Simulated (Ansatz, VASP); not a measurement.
# Two plane-wave programs on Ta3H

```
CELL_PARAMETERS angstrom
4.60022 0.00000 0.00000
-2.30011 3.98391 0.00000
0.00000 0.00000 22.40177
ATOMIC_POSITIONS crystal
Ta 0.66667 0.33333 0.17856
Ta 0.33333 0.66667 0.22047
Ta 0.00000 0.00000 0.26239
Ta 0.66667 0.33333 0.30168
Ta 0.33333 0.66667 0.33854
Ta 0.00000 0.00000 0.37505
H 0.25182 0.66667 0.50897
H 0.41485 0.66667 0.50897
```

Alike in both runs: task single point; functional LDA; k mesh 6 × 6 × 1; occupations gaussian, width 0.1 eV; no spin polarisation.

|  | VASP | Ansatz |
| --- | --- | --- |
| version | VASP 6.6.1 | Ansatz 0.2.0 |
| potentials or method | VASP PAW LDA potentials, release 64 (Ta_pv, H), cutoff 520 eV | scalar-relativistic, plane waves, PAW |
| valence electrons in the cell | 68 | 80 |

|  | VASP | Ansatz | Ansatz less VASP |
| --- | --- | --- | --- |
| rms of the force components (eV/Å) | 0.618 | 0.617 | -0.0014 |

Ansatz warns that its potentials were made for another functional, while VASP's fit it. LDA's correlation is that of Perdew and Zunger in VASP and of Perdew and Wang (1992) in Ansatz. Atom by atom the forces differ by 0.026 eV/Å (rms over components). VASP's potentials hold 68 valence electrons a cell and Ansatz's 80, so a difference there can come from the potentials and not from the codes. Ansatz's warnings: vacuum below fermi.

Spin-orbit coupling is off throughout.
